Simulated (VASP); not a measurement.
# Ga3P3H2 in VASP: single point with PBE

Aim: the single point of Ga3P3H2 with PBE.

Everything below comes from runs of VASP 6.6.1. Logs are shortened: lines on timing, memory, paths and dates and some standing lists are left out, and cuts for length are marked.

## Step 1: The cell of the first run

The cell holds a wire or tube with vacuum around it, 8 atoms: a = 19.800 Å, b = 9.700 Å, c = 3.897 Å, α = 90.00°, β = 90.00°, γ = 90.00°.

## Step 2: Single point, PBE, collinear spin

Input file INCAR:

```
SYSTEM = Ga3P3H2
PREC = Accurate
ENCUT = 400
EDIFF = 1E-6
ISMEAR = 0
SIGMA = 0.05
LREAL = .FALSE.
LASPH = .TRUE.
NELM = 200
ALGO = Normal
ISIF = 2
LWAVE = .FALSE.
LCHARG = .TRUE.
ISPIN = 2
MAGMOM = 0 0 -1 1 0 0 0 0
LORBIT = 11
GGA = PE
LELF = .TRUE.
LVHAR = .TRUE.
NBANDS = 42
GGA_COMPAT = .FALSE.
```

Input file KPOINTS:

```
Automatic mesh
0
G
  1 1 14
  0 0 0
```

Input file POSCAR:

```
Ga3P3H2
1.0
   19.8000000000      0.0000000000      0.0000000000
    0.0000000000      9.7000000000      0.0000000000
    0.0000000000      0.0000000000      3.8973775408
Ga P H
3 3 2
Direct
    0.3542106767      0.4802769370      0.0000000000
    0.5246767352      0.4802769370      0.5000000000
    0.6951427937      0.4802769370      1.0000000000
    0.2973886571      0.5197230630      0.5000000000
    0.4678547157      0.5197230630      1.0000000000
    0.6383207742      0.5197230630      0.5000000000
    0.7733136084      0.5074102195      1.0000000000
    0.2266863916      0.4951821324      0.5000000000
```

Potentials or basis: VASP PAW PBE potentials, release 64 (Ga_d, P, H).

The run is started by

```console
cat potpaw_PBE.64/Ga_d/POTCAR potpaw_PBE.64/P/POTCAR potpaw_PBE.64/H/POTCAR > POTCAR
mpirun -np 1 vasp_std > vasp.out
```

OUTCAR:

```text
SYSTEM = Ga3P3H2
   PREC = Accurate
   ENCUT = 400
   EDIFF = 1E-6
   ISMEAR = 0
   LREAL = .FALSE.
   LASPH = .TRUE.
   NELM = 200
   ISIF = 2
   ISPIN = 2
   LORBIT = 11
   GGA = PE

 ion  position               nearest neighbor table
   1  0.354  0.480  0.000-   5 2.28   4 2.28   4 2.28
   2  0.525  0.480  0.500-   6 2.28   5 2.28   5 2.28
   3  0.695  0.480  0.000-   7 1.57   6 2.28   6 2.28
   4  0.297  0.520  0.500-   8 1.42   1 2.28   1 2.28
   5  0.468  0.520  0.000-   1 2.28   2 2.28   2 2.28
   6  0.638  0.520  0.500-   2 2.28   3 2.28   3 2.28
   7  0.773  0.507  0.000-   3 1.57
   8  0.227  0.495  0.500-   4 1.42

  LATTYP: Found a simple orthorhombic cell.
 ALAT       =     3.8973775408
 B/A-ratio  =     2.4888530553
 C/A-ratio  =     5.0803392262

  Lattice vectors:

 A1 = (   0.0000000000,   0.0000000000,  -3.8973775408)
 A2 = (   0.0000000000,   9.7000000000,   0.0000000000)
 A3 = (  19.8000000000,   0.0000000000,   0.0000000000)

Analysis of symmetry for initial positions (statically):
=====================================================================
 Subroutine PRICEL returns:
 Original cell was already a primitive cell.

 Routine SETGRP: Setting up the symmetry group for a
 simple orthorhombic supercell.

 Subroutine GETGRP returns: Found  2 space group operations
 (whereof  2 operations were pure point group operations)
 out of a pool of  8 trial point group operations.

The static configuration has the point symmetry C_1h.

Analysis of symmetry for dynamics (positions and initial velocities):
=====================================================================
 Subroutine PRICEL returns:
 Original cell was already a primitive cell.

 Routine SETGRP: Setting up the symmetry group for a
 simple orthorhombic supercell.

 Subroutine GETGRP returns: Found  2 space group operations
 (whereof  2 operations were pure point group operations)
 out of a pool of  8 trial point group operations.

The dynamic configuration has the point symmetry C_1h.

Analysis of structural, dynamic, and magnetic symmetry:
=====================================================================
 Subroutine PRICEL returns:
 Original cell was already a primitive cell.

 Routine SETGRP: Setting up the symmetry group for a
 simple orthorhombic supercell.

 Subroutine GETGRP returns: Found  2 space group operations
 (whereof  2 operations were pure point group operations)
 out of a pool of  8 trial point group operations.

The overall configuration has the point symmetry C_1h.

 Subroutine INISYM returns: Found  2 space group operations
 (whereof  2 operations are pure point group operations),
 and found     1 'primitive' translations

----------------------------------------------------------------------------------------

                                     Primitive cell

  volume of cell :     748.5303

  direct lattice vectors                    reciprocal lattice vectors
    19.800000000  0.000000000  0.000000000     0.050505051  0.000000000  0.000000000
     0.000000000  9.700000000  0.000000000     0.000000000  0.103092784  0.000000000
     0.000000000  0.000000000  3.897377541     0.000000000  0.000000000  0.256582789

  length of vectors
    19.800000000  9.700000000  3.897377541     0.050505051  0.103092784  0.256582789

  position of ions in fractional coordinates (direct lattice)
     0.354210677  0.480276937  0.000000000
     0.524676735  0.480276937  0.500000000
     0.695142794  0.480276937  0.000000000
     0.297388657  0.519723063  0.500000000
     0.467854716  0.519723063  0.000000000
     0.638320774  0.519723063  0.500000000
     0.773313608  0.507410220  0.000000000
     0.226686392  0.495182132  0.500000000

  ion indices of the primitive-cell ions
   primitive index   ion index
                 1           1
                 2           2
                 3           3
                 4           4
                 5           5
                 6           6
                 7           7
                 8           8

[... 41 lines left out ...]
   ions per type =               3   3   2
   NGX,Y,Z   is equivalent  to a cutoff of  11.75, 10.97, 11.94 a.u.
   NGXF,Y,Z  is equivalent  to a cutoff of  23.51, 21.94, 23.89 a.u.
 SYSTEM =  Ga3P3H2
   PREC   = accura    normal or accurate (medium, high low for compatibility)
   ISTART =      0    job   : 0-new  1-cont  2-samecut
   ICHARG =      2    charge: 1-file 2-atom 10-const
   ISPIN  =      2    spin polarized calculation?
   LNONCOLLINEAR =      F non collinear calculations
   LSORBIT =      F    spin-orbit coupling
   LASPH  =      T    aspherical Exc in radial PAW
   ENCUT  =  400.0 eV  29.40 Ry    5.42 a.u.  32.29 15.82  6.36*2*pi/ulx,y,z
   NELM   =    200;   NELMIN=  2; NELMDL= -5     # of ELM steps
   EDIFF  = 0.1E-05   stopping-criterion for ELM
   LREAL  =      F    real-space projection
   EDIFFG = 0.1E-04   stopping-criterion for IOM
   NSW    =      0    number of steps for IOM
   IBRION =     -1    ionic relax: 0-MD 1-quasi-New 2-CG
   NFREE  =      0    steps in history (QN), initial steepest desc. (CG)
   ISIF   =      2    stress and relaxation
   ISYM   =      2    0-nonsym 1-usesym 2-fastsym
   POTIM  = 0.5000    time-step for ionic-motion
   TEBEG  =    0.0;   TEEND  =   0.0 temperature during run
   PSTRESS=    0.0 pullay stress
   NELECT =      56.0000    total number of electrons
   NUPDOWN=      -1.0000    fix difference up-down
   EMIN   =  10.00;   EMAX   =-10.00  energy-range for DOS
   EFERMI =   0.00;   METHOD = LEGACY
   ISMEAR =     0;   SIGMA  =   0.05  broadening in eV -4-tet -1-fermi 0-gaus
   EFERMI_NEDOS =   21; number of points for ismear=-14 and -15
   IALGO  =     38    algorithm
   IMIX   =      4    mixing-type and parameters
     AMIX     =   0.40;   BMIX     =  1.00
     AMIX_MAG =   1.60;   BMIX_MAG =  1.00
  volume/ion in A,a.u.               =      93.57       631.42
  Fermi-wavevector in a.u.,A,eV,Ry     =   0.689818  1.303567  6.474312  0.475849
  Thomas-Fermi vector in A             =   1.771010
   LORBIT       =     11    0 simple, 1 ext, 2 COOP (PROOUT), +10 PAW based schemes
   GGA     = PE    functional components
   LHFCALC =     F    Hartree Fock is set to
   AEXX    =    0.0000 exact exchange contribution
   IVDW    =     0    specifies the selected vdW correction
   LEPSILON=     F    determine dielectric tensor
   LRPA    =     F    only Hartree local field effects (RPA)
 spin polarized calculation
 Gauss-broadening in eV      SIGMA  =   0.05
  energy-cutoff  :      400.00
  volume of cell :      748.53
 maximum number of plane-waves:     13621
 NGX is ok and might be reduce to   140
   NGX = 65   NGY = 31   NGZ = 13

 number of electron      56.0000000 magnetization       0.0000000

 number of electron      55.9999992 magnetization      -0.0000000

 Free energy of the ion-electron system (eV)
  ---------------------------------------------------
  ext. energy  EPLUGINS =         0.00000000
  ---------------------------------------------------
  free energy    TOTEN  =       -30.84074692 eV

  energy without entropy =      -30.84074692  energy(sigma->0) =      -30.84074692

 E-fermi :  -3.3137     XC(G=0):  -2.7117

 val. band max:       -3.6047461491   @ k =   0.0000   0.0000   0.5000
 cond. band min:      -1.6368336671   @ k =   0.0000   0.0000   0.5000
 fundamental gap:      1.9679124821
 Fermi energy:        -3.3136762937

 spin component 1

 k-point     1 :       0.0000    0.0000    0.0000
  band No.  band energies     occupation
      1     -18.1898      1.00000
      2     -18.1537      1.00000
      3     -18.1137      1.00000
      4     -18.0797      1.00000
      5     -18.0697      1.00000
      6     -18.0359      1.00000
[... 333 lines left out ...]
     39       3.0340      0.00000
     40       3.0528      0.00000
 Fermi energy:        -3.3136762937

 spin component 2

 k-point     1 :       0.0000    0.0000    0.0000
  band No.  band energies     occupation
      1     -18.1898      1.00000
      2     -18.1537      1.00000
      3     -18.1137      1.00000
      4     -18.0797      1.00000
      5     -18.0697      1.00000
      6     -18.0359      1.00000
[... 333 lines left out ...]
     39       3.0349      0.00000
     40       3.0525      0.00000
 [bands above 40 left out]

------------------------ aborting loop because EDIFF is reached ----------------------------------------

  FORCE on cell =-STRESS in cart. coord.  units (eV):
  Direction    XX          YY          ZZ          XY          YZ          ZX
  --------------------------------------------------------------------------------------
  -------------------------------------------------------------------------------------
  Total       -1.3335960     -0.2323500     -0.9101514      0.1151509      0.0000000      0.0000000
  in kB       -2.8544699     -0.4973290     -1.9481161      0.2464724      0.0000000      0.0000000
  external PRESSURE =      -1.7666383 kB  Pullay stress =       0.0000000 kB

 VOLUME and BASIS-vectors are now :
 -----------------------------------------------------------------------------
  energy-cutoff  :      400.00
  volume of cell :      748.53
      direct lattice vectors                 reciprocal lattice vectors
    19.800000000  0.000000000  0.000000000     0.050505051  0.000000000  0.000000000
     0.000000000  9.700000000  0.000000000     0.000000000  0.103092784  0.000000000
     0.000000000  0.000000000  3.897377541     0.000000000  0.000000000  0.256582789

 POSITION                                       TOTAL-FORCE (eV/Angst)
 -----------------------------------------------------------------------------------
      7.01337      4.65869      0.00000        -0.448985     -0.159212      0.000000
     10.38860      4.65869      1.94869        -0.051525      0.010614      0.000000
     13.76383      4.65869      0.00000         0.137217      0.412804      0.000000
      5.88830      5.04131      1.94869         0.412140      0.460944      0.000000
      9.26352      5.04131      0.00000        -0.054941      0.051688      0.000000
     12.63875      5.04131      1.94869        -0.039308     -0.162367      0.000000
     15.31161      4.92188      0.00000        -0.083211     -0.272224      0.000000
      4.48839      4.80327      1.94869         0.128614     -0.342248      0.000000
 -----------------------------------------------------------------------------------
    total drift:                                0.000131      0.000547      0.000000

  FREE ENERGIE OF THE ION-ELECTRON SYSTEM (eV)
  ---------------------------------------------------
  free  energy   TOTEN  =       -30.8407469247 eV

  energy  without entropy=      -30.8407469247  energy(sigma->0) =      -30.84074692

 total charge

# of ion       s       p       d       tot
------------------------------------------
    1        0.895   0.794   9.993  11.681
    2        0.904   0.788   9.995  11.686
    3        0.912   0.807   9.988  11.708
    4        1.008   1.541   0.000   2.549
    5        1.026   1.503   0.000   2.528
    6        1.026   1.504   0.000   2.531
    7        0.527   0.009   0.000   0.536
    8        0.553   0.023   0.000   0.576
--------------------------------------------------
tot          6.852   6.969  29.976  43.796

 magnetization (x)

# of ion       s       p       d       tot
------------------------------------------
    1        0.000   0.000  -0.000   0.000
    2        0.000  -0.000   0.000  -0.000
    3        0.000   0.000   0.000   0.000
    4       -0.000  -0.000   0.000  -0.000
    5       -0.000  -0.000   0.000  -0.000
    6        0.000   0.000   0.000   0.000
    7        0.000   0.000   0.000   0.000
    8       -0.000  -0.000   0.000  -0.000
--------------------------------------------------
tot          0.000  -0.000   0.000  -0.000
```

Wall time 16 min (1 thread of Intel Xeon Platinum 8259CL at 2.50GHz (Skylake/Cascade Lake), shared host); peak memory 0.89 GiB.

What came out:

| Item | Value |
| --- | --- |
| Free energy | -30.8407 eV |
| Largest force | 0.618 eV/Å |
| Band gap on the k mesh | 1.97 eV |
| Net moment | 0.00 μB per cell |
| Valence electrons inside the program's atomic spheres | Ga 11.68, 11.69, 11.71; P 2.55, 2.53 (each value once); H 0.54, 0.58 |

Forces in eV/Å, atoms in the order of the input:
```
Ga  -0.449 -0.159  0.000
Ga  -0.052  0.011  0.000
Ga   0.137  0.413  0.000
P    0.412  0.461  0.000
P   -0.055  0.052  0.000
P   -0.039 -0.162  0.000
H   -0.083 -0.272  0.000
H    0.129 -0.342  0.000
```

Levels at points of the mesh, in eV from the valence-band top:
Spin up:
| k point | band 25 | band 26 | band 27 | band 28 | band 29 | band 30 | band 31 | band 32 |
| --- | --- | --- | --- | --- | --- | --- | --- | --- |
| (0.00, 0.00, 0.00) | -1.27 | -1.25 | -0.73 | -0.73 | 2.20 | 2.27 | 2.64 | 2.88 |
| (0.00, 0.00, 0.50) | -2.23 | -0.54 | -0.47 | 0.00 | 1.97 | 2.30 | 2.49 | 3.06 |
Spin down:
```
           k point  band 24  band 25  band 26  band 27  band 28  band 29  band 30  band 31  band 32  band 33
(0.00, 0.00, 0.00)    -1.51    -1.27    -1.25    -0.73    -0.73     2.20     2.27     2.64     2.88     3.67
(0.00, 0.00, 0.50)    -2.50    -2.23    -0.54    -0.47     0.00     1.97     2.30     2.49     3.06     3.26
```
